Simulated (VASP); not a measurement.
# Si (P6_3/mmc) in VASP: notebook

The runs below take Si through single point, with r2SCAN.

Program: VASP 6.6.1. These are calculated values, not measurements. Logs are shortened: lines on timing, memory, paths and dates and some standing lists are left out, and cuts for length are marked.

### Step 1. The cell of the first run

The structure is hexagonal, space group P6_3/mmc (No. 194). Conventional cell: a = 3.985 Å, b = 3.985 Å, c = 5.834 Å, α = 90.00°, β = 90.00°, γ = 120.00°. Within 2.9 Å of Si (site symmetry 3m) lie 4 Si at 2.18 to 2.42 Å.

This isn't the form of Si at room conditions, which is diamond.

### Step 2. Single point, r2SCAN (strain +0.040 along x and y, -0.080 along z)

File POSCAR:

```
Si
1.0
    3.9851846937      0.0000000000      0.0000000000
   -1.9925923469      3.4512711835      0.0000000000
    0.0000000000      0.0000000000      5.8344743312
Si
4
Direct
    0.3333333333      0.6666666667      0.0630908785
    0.6666666667      0.3333333333      0.5630908785
    0.3333333333      0.6666666667      0.4369091215
    0.6666666667      0.3333333333      0.9369091215
```

File INCAR.step1:

```
SYSTEM = Si
PREC = Accurate ; ENCUT = 520
ISMEAR = 0 ; SIGMA = 0.05
LREAL = .FALSE. ; LASPH = .TRUE.
NELM = 80 ; NBANDS = 16
GGA = PE ; ALGO = Normal
EDIFF = 1E-4 ; LWAVE = .TRUE.
LCHARG = .FALSE.
```

File INCAR.step2:

```
SYSTEM = Si
PREC = Accurate ; ENCUT = 520
EDIFF = 1E-7 ; ISMEAR = 0
SIGMA = 0.05 ; LREAL = .FALSE.
LASPH = .TRUE. ; NELM = 80
ALGO = Normal ; ISIF = 2
LWAVE = .FALSE. ; LCHARG = .FALSE.
METAGGA = R2SCAN ; LMIXTAU = .TRUE.
NBANDS = 16 ; ISTART = 1
```

File KPOINTS:

```
Automatic mesh
0
G
  12 12 4
  0 0 0
```

Potentials or basis: VASP PAW PBE potentials, release 64 (Si).

Launch:

```sh
cat potpaw_PBE.64/Si/POTCAR > POTCAR
cp INCAR.step1 INCAR
mpirun -np 1 vasp_std > vasp.out
cp INCAR.step2 INCAR
mpirun -np 1 vasp_std > vasp.out
```

OUTCAR:

```text
SYSTEM = Si
   PREC = Accurate
   ENCUT = 520
   EDIFF = 1E-7
   ISMEAR = 0
   LREAL = .FALSE.
   LASPH = .TRUE.
   NELM = 80
   ISIF = 2
   METAGGA = R2SCAN
   ISTART = 1

 ion  position               nearest neighbor table
   1  0.333  0.667  0.063-   3 2.18   4 2.42   4 2.42   4 2.42
   2  0.667  0.333  0.563-   4 2.18   3 2.42   3 2.42   3 2.42
   3  0.333  0.667  0.437-   1 2.18   2 2.42   2 2.42   2 2.42
   4  0.667  0.333  0.937-   2 2.18   1 2.42   1 2.42   1 2.42

  LATTYP: Found a hexagonal cell.
 ALAT       =     3.9851846937
 C/A-ratio  =     1.4640411373

  Lattice vectors:

 A1 = (   3.9851846937,   0.0000000000,   0.0000000000)
 A2 = (  -1.9925923469,   3.4512711835,   0.0000000000)
 A3 = (   0.0000000000,   0.0000000000,   5.8344743312)

Analysis of symmetry for initial positions (statically):
=====================================================================
 Subroutine PRICEL returns:
 Original cell was already a primitive cell.

 Routine SETGRP: Setting up the symmetry group for a
 hexagonal supercell.

 Subroutine GETGRP returns: Found 24 space group operations
 (whereof 12 operations were pure point group operations)
 out of a pool of 24 trial point group operations.

The static configuration has the point symmetry D_3d.
 The point group associated with its full space group is D_6h.

Analysis of symmetry for dynamics (positions and initial velocities):
=====================================================================
 Subroutine PRICEL returns:
 Original cell was already a primitive cell.

 Routine SETGRP: Setting up the symmetry group for a
 hexagonal supercell.

 Subroutine GETGRP returns: Found 24 space group operations
 (whereof 12 operations were pure point group operations)
 out of a pool of 24 trial point group operations.

The dynamic configuration has the point symmetry D_3d.
 The point group associated with its full space group is D_6h.

 Subroutine INISYM returns: Found 24 space group operations
 (whereof 12 operations are pure point group operations),
 and found     1 'primitive' translations

----------------------------------------------------------------------------------------

                                     Primitive cell

  volume of cell :      80.2471

  direct lattice vectors                    reciprocal lattice vectors
     3.985184694  0.000000000  0.000000000     0.250929399  0.144874156  0.000000000
    -1.992592347  3.451271183  0.000000000     0.000000000  0.289748312  0.000000000
     0.000000000  0.000000000  5.834474331     0.000000000  0.000000000  0.171395047

  length of vectors
     3.985184694  3.985184694  5.834474331     0.289748312  0.289748312  0.171395047

  position of ions in fractional coordinates (direct lattice)
     0.333333333  0.666666667  0.063090878
     0.666666667  0.333333333  0.563090878
     0.333333333  0.666666667  0.436909122
     0.666666667  0.333333333  0.936909122

  ion indices of the primitive-cell ions
   primitive index   ion index
                 1           1
                 2           2
                 3           3
                 4           4

----------------------------------------------------------------------------------------

 KPOINTS: Automatic mesh

Automatic generation of k-mesh.
 Grid dimensions read from file:
 generate k-points for:   12   12    4

 Generating k-lattice:

  Cartesian coordinates                     Fractional coordinates (reciprocal lattice)
     0.020910783  0.012072846  0.000000000     0.083333333  0.000000000  0.000000000
     0.000000000  0.024145693  0.000000000     0.000000000  0.083333333  0.000000000
     0.000000000  0.000000000  0.042848762     0.000000000  0.000000000  0.250000000

  Length of vectors
     0.024145693  0.024145693  0.042848762

  Shift w.r.t. Gamma in fractional coordinates (k-lattice)
     0.000000000  0.000000000  0.000000000

 Subroutine IBZKPT returns following result:
 ===========================================

 Found     57 irreducible k-points:

 Following reciprocal coordinates:
            Coordinates               Weight
  0.000000  0.000000  0.000000      1.000000
  0.083333 -0.000000  0.000000      6.000000
  0.166667 -0.000000  0.000000      6.000000
  0.250000 -0.000000  0.000000      6.000000
  0.333333  0.000000  0.000000      6.000000
  0.416667  0.000000  0.000000      6.000000
[... 16 lines left out ...]
  0.250000 -0.000000  0.250000     12.000000
  0.333333  0.000000  0.250000     12.000000
 [... further k-points ...]
   k-points           NKPTS =     57   k-points in BZ     NKDIM =     57   number of bands    NBANDS=     16
   number of dos      NEDOS =    301   number of ions     NIONS =      4
   total plane-waves  NPLWV =  43200
   dimension x,y,z NGX =    30 NGY =   30 NGZ =   48
   dimension x,y,z NGXF=    60 NGYF=   60 NGZF=   96
   ions per type =               4
   NGX,Y,Z   is equivalent  to a cutoff of  12.51, 12.51, 13.68 a.u.
   NGXF,Y,Z  is equivalent  to a cutoff of  25.03, 25.03, 27.35 a.u.
 SYSTEM =  Si
   PREC   = accura    normal or accurate (medium, high low for compatibility)
   ISTART =      1    job   : 0-new  1-cont  2-samecut
   ICHARG =      0    charge: 1-file 2-atom 10-const
   ISPIN  =      1    spin polarized calculation?
   LNONCOLLINEAR =      F non collinear calculations
   LSORBIT =      F    spin-orbit coupling
   LASPH  =      T    aspherical Exc in radial PAW
   ENCUT  =  520.0 eV  38.22 Ry    6.18 a.u.   7.41  7.41 10.85*2*pi/ulx,y,z
   NELM   =     80;   NELMIN=  2; NELMDL=  0     # of ELM steps
   EDIFF  = 0.1E-06   stopping-criterion for ELM
   LREAL  =      F    real-space projection
   EDIFFG = 0.1E-05   stopping-criterion for IOM
   NSW    =      0    number of steps for IOM
   IBRION =     -1    ionic relax: 0-MD 1-quasi-New 2-CG
   NFREE  =      0    steps in history (QN), initial steepest desc. (CG)
   ISIF   =      2    stress and relaxation
   ISYM   =      2    0-nonsym 1-usesym 2-fastsym
   POTIM  = 0.5000    time-step for ionic-motion
   TEBEG  =    0.0;   TEEND  =   0.0 temperature during run
   PSTRESS=    0.0 pullay stress
   NELECT =      16.0000    total number of electrons
   NUPDOWN=      -1.0000    fix difference up-down
   EMIN   =  10.00;   EMAX   =-10.00  energy-range for DOS
   EFERMI =   0.00;   METHOD = LEGACY
   ISMEAR =     0;   SIGMA  =   0.05  broadening in eV -4-tet -1-fermi 0-gaus
   EFERMI_NEDOS =   21; number of points for ismear=-14 and -15
   IALGO  =     38    algorithm
   IMIX   =      4    mixing-type and parameters
     AMIX     =   0.40;   BMIX     =  1.00
     AMIX_MAG =   1.60;   BMIX_MAG =  1.00
  volume/ion in A,a.u.               =      20.06       135.38
  Fermi-wavevector in a.u.,A,eV,Ry     =   0.956397  1.807329 12.445195  0.914696
  Thomas-Fermi vector in A             =   2.085322
   LORBIT       =      0    0 simple, 1 ext, 2 COOP (PROOUT), +10 PAW based schemes
   METAGGA = R2SCAN    functional components
   LHFCALC =     F    Hartree Fock is set to
   AEXX    =    0.0000 exact exchange contribution
   IVDW    =     0    specifies the selected vdW correction
   LEPSILON=     F    determine dielectric tensor
   LRPA    =     F    only Hartree local field effects (RPA)
 non-spin polarized calculation
 Gauss-broadening in eV      SIGMA  =   0.05
  energy-cutoff  :      520.00
  volume of cell :       80.25
 maximum number of plane-waves:      2182
 NGX is ok and might be reduce to    30
   NGX = 15   NGY = 15   NGZ = 21

 number of electron      15.9999999 magnetization

 Free energy of the ion-electron system (eV)
  ---------------------------------------------------
  ext. energy  EPLUGINS =         0.00000000
  ---------------------------------------------------
  free energy    TOTEN  =       -34.38200226 eV

  energy without entropy =      -34.38171382  energy(sigma->0) =      -34.38185804

 E-fermi :   6.0388     XC(G=0):  -9.8298

 val. band max:        5.9954965902   @ k =   0.0000   0.0000   0.0000
 cond. band min:       6.0403812967   @ k =   0.5000  -0.0000   0.0000
 fundamental gap:      0.0448847065
 Fermi energy:         6.0388229160

 k-point     1 :       0.0000    0.0000    0.0000
  band No.  band energies     occupation
      1      -6.8645      2.00000
      2      -3.4792      2.00000
      3      -1.8030      2.00000
      4       3.7075      2.00000
      5       3.7075      2.00000
      6       5.6223      2.00000
[... 8 lines left out ...]
     15      11.1660      0.00000
     16      11.6197      0.00000

 k-point     2 :       0.0833   -0.0000    0.0000
  band No.  band energies     occupation
      1      -6.7885      2.00000
      2      -3.3999      2.00000
      3      -1.7842      2.00000
      4       3.0586      2.00000
      5       3.5580      2.00000
      6       5.3914      2.00000
[... 8 lines left out ...]
     15      11.2698      0.00000
     16      11.2875      0.00000

 k-point     3 :       0.1667   -0.0000    0.0000
  band No.  band energies     occupation
      1      -6.5628      2.00000
      2      -3.1639      2.00000
      3      -1.7634      2.00000
      4       1.9922      2.00000
      5       3.2178      2.00000
      6       4.3256      2.00000
[... 8 lines left out ...]
     15      11.4429      0.00000
     16      11.6949      0.00000

 k-point     4 :       0.2500   -0.0000    0.0000
  band No.  band energies     occupation
      1      -6.1960      2.00000
      2      -2.7779      2.00000
      3      -1.8704      2.00000
      4       1.1351      2.00000
      5       2.8506      2.00000
      6       3.0629      2.00000
[... 8 lines left out ...]
     15      11.7748      0.00000
     16      12.8262      0.00000

 k-point     5 :       0.3333    0.0000    0.0000
  band No.  band energies     occupation
      1      -5.7101      2.00000
      2      -2.2822      2.00000
      3      -2.2601      2.00000
      4       0.7623      2.00000
      5       1.8781      2.00000
      6       2.5498      2.00000
[... 8 lines left out ...]
     15      12.7165      0.00000
     16      13.5682      0.00000

 k-point     6 :       0.4167    0.0000    0.0000
  band No.  band energies     occupation
      1      -5.1738      2.00000
      2      -2.9013      2.00000
      3      -1.6739      2.00000
      4       0.8045      2.00000
      5       0.8799      2.00000
      6       2.3577      2.00000
[... 8 lines left out ...]
     15      13.9685      0.00000
     16      14.1107      0.00000
[... 267 lines left out ...]
 k-point    21 :       0.0833   -0.0000    0.2500
  band No.  band energies     occupation
      1      -6.5274      2.00000
      2      -4.5251      2.00000
      3      -0.2747      2.00000
      4       3.3251      2.00000
      5       3.7798      2.00000
      6       4.0347      2.00000
[... 8 lines left out ...]
     15      11.3495      0.00000
     16      12.3799      0.00000

 k-point    22 :       0.1667   -0.0000    0.2500
  band No.  band energies     occupation
      1      -6.3031      2.00000
      2      -4.3112      2.00000
      3      -0.3308      2.00000
      4       2.3682      2.00000
      5       3.0969      2.00000
      6       3.4434      2.00000
[... 8 lines left out ...]
     15      11.0945      0.00000
     16      12.2195      0.00000

 k-point    23 :       0.2500   -0.0000    0.2500
  band No.  band energies     occupation
      1      -5.9393      2.00000
      2      -3.9748      2.00000
      3      -0.6514      2.00000
      4       1.7411      2.00000
      5       2.0004      2.00000
      6       3.0791      2.00000
[... 8 lines left out ...]
     15      12.1879      0.00000
     16      12.4134      0.00000

 k-point    24 :       0.3333    0.0000    0.2500
  band No.  band energies     occupation
      1      -5.4592      2.00000
      2      -3.5753      2.00000
      3      -1.2799      2.00000
      4       0.8579      2.00000
      5       1.7320      2.00000
      6       2.7801      2.00000
[... 8 lines left out ...]
     15      12.9911      0.00000
     16      13.3133      0.00000

 [... further k-points ...]

------------------------ aborting loop because EDIFF is reached ----------------------------------------

  FORCE on cell =-STRESS in cart. coord.  units (eV):
  Direction    XX          YY          ZZ          XY          YZ          ZX
  --------------------------------------------------------------------------------------
  -------------------------------------------------------------------------------------
  Total       -4.3603184     -4.3603184     12.8148364      0.0000000      0.0000000      0.0000000
  in kB      -87.0561615    -87.0561615    255.8552750      0.0000000      0.0000000      0.0000000
  external PRESSURE =      27.2476507 kB  Pullay stress =       0.0000000 kB

 VOLUME and BASIS-vectors are now :
 -----------------------------------------------------------------------------
  energy-cutoff  :      520.00
  volume of cell :       80.25
      direct lattice vectors                 reciprocal lattice vectors
     3.985184694  0.000000000  0.000000000     0.250929399  0.144874156  0.000000000
    -1.992592347  3.451271183  0.000000000     0.000000000  0.289748312  0.000000000
     0.000000000  0.000000000  5.834474331     0.000000000  0.000000000  0.171395047

 POSITION                                       TOTAL-FORCE (eV/Angst)
 -----------------------------------------------------------------------------------
     -0.00000      2.30085      0.36810         0.000000     -0.000000     -1.893600
      1.99259      1.15042      3.28534         0.000000      0.000000     -1.893600
     -0.00000      2.30085      2.54914         0.000000     -0.000000      1.893600
      1.99259      1.15042      5.46637        -0.000000      0.000000      1.893600
 -----------------------------------------------------------------------------------
    total drift:                               -0.000000      0.000000     -0.000000

  FREE ENERGIE OF THE ION-ELECTRON SYSTEM (eV)
  ---------------------------------------------------
  free  energy   TOTEN  =       -34.3820022592 eV

  energy  without entropy=      -34.3817138208  energy(sigma->0) =      -34.38185804
```

It took 1.9 min on 1 thread of Intel Xeon 6975P-C (Granite Rapids), shared host; peak memory 0.22 GiB.

Results:

| Property | Result |
| --- | --- |
| Free energy | -34.3820 eV |
| Pressure | 2.7 GPa |
| Largest force | 1.894 eV/Å |
| Band gap on the k mesh | zero (bands 8 and 9 overlap by 0.08 eV) |

Forces in eV/Å, atoms in the order of the input:
```
Si   0.000  0.000 -1.894
Si   0.000  0.000 -1.894
Si   0.000  0.000  1.894
Si   0.000  0.000  1.894
```

Levels at points of the mesh, in eV from the Fermi level:
```csv
k point,band 5,band 6,band 7,band 8,band 9,band 10,band 11,band 12
"(0.00, 0.00, 0.00)",-2.33,-0.42,-0.04,0.08,0.08,1.41,1.41,3.30
"(0.50, 0.00, 0.00)",-5.14,-3.75,-3.38,-1.25,0.00,2.72,2.82,3.44
"(0.00, 0.00, 0.50)",-1.48,-1.48,-1.48,-1.48,1.20,1.20,2.80,2.80
"(0.50, 0.00, 0.50)",-2.85,-2.85,-2.21,-2.21,1.01,1.01,2.58,2.58
```

Caveat: the cell differs from its parent crystal (strain +0.040 along x and y, -0.080 along z); the stress differs along the axes, from -9 to 26 GPa; semilocal functionals underestimate gaps, and a narrow one can read as zero; the PAW data sets were made with another functional, which shifts forces and pressure a little.

### Step 3. Single point, r2SCAN (strain +0.000 along x and y, +0.040 along z)

File POSCAR:

```
Si
1.0
    3.8319083593      0.0000000000      0.0000000000
   -1.9159541797      3.3185299841      0.0000000000
    0.0000000000      0.0000000000      6.5954927222
Si
4
Direct
    0.3333333333      0.6666666667      0.0630908785
    0.6666666667      0.3333333333      0.5630908785
    0.3333333333      0.6666666667      0.4369091215
    0.6666666667      0.3333333333      0.9369091215
```

File INCAR.step1:

```
SYSTEM = Si
ALGO = Normal
EDIFF = 1E-4
ENCUT = 520
GGA = PE
ISMEAR = 0
LASPH = .True.
LCHARG = .False.
LREAL = .False.
LWAVE = .True.
NBANDS = 16
NELM = 60
PREC = Accurate
SIGMA = 0.05
```

File INCAR.step2:

```
SYSTEM = Si
ALGO = Normal
EDIFF = 1E-7
ENCUT = 520
ISIF = 2
ISMEAR = 0
ISTART = 1
LASPH = .True.
LCHARG = .False.
LMIXTAU = .True.
LREAL = .False.
LWAVE = .False.
METAGGA = R2SCAN
NBANDS = 16
NELM = 60
PREC = Accurate
SIGMA = 0.05
```

File KPOINTS:

```
k-points
0
Gamma
  12 12 4
  0 0 0
```

Potentials or basis: VASP PAW PBE potentials, release 64 (Si).

Launch:

```sh
cat potpaw_PBE.64/Si/POTCAR > POTCAR
cp INCAR.step1 INCAR
mpirun -np 1 vasp_std > vasp.out
cp INCAR.step2 INCAR
mpirun -np 1 vasp_std > vasp.out
```

Wall time 96 s (1 thread of Intel Xeon 6975P-C (Granite Rapids), shared host); peak memory 0.22 GiB.

It converged, with:

- Free energy: -34.9528 eV
- Pressure: -3.5 GPa
- Largest force: 0.263 eV/Å
- Band gap on the k mesh: 0.87 eV (least direct gap 1.70 eV)

Forces in eV/Å, atoms in the order of the input:
```
Si   0.000  0.000  0.263
Si   0.000  0.000  0.263
Si   0.000  0.000 -0.263
Si   0.000  0.000 -0.263
```

Stress tensor (GPa, compression positive):
```
-0.89  0.00  0.00
 0.00 -0.89  0.00
 0.00  0.00 -8.84
```

Levels at points of the mesh, in eV from the valence-band top:
```
           k point  band 6  band 7  band 8  band 9  band 10  band 11
(0.00, 0.00, 0.00)   -0.43    0.00    0.00    1.70     1.79     2.42
(0.50, 0.00, 0.00)   -2.96   -2.88   -1.54    0.87     2.54     3.17
(0.00, 0.00, 0.50)   -0.80   -0.80   -0.80    2.35     2.35     3.33
(0.50, 0.00, 0.50)   -2.60   -2.38   -2.38    1.09     1.09     1.88
```

Caveat: the cell differs from its parent crystal (strain +0.000 along x and y, +0.040 along z); the stress differs along the axes, from -9 to -1 GPa; the PAW data sets were made with another functional, which shifts forces and pressure a little.

The gap in the log of VASP goes by the Fermi energy; the results here count the filled bands.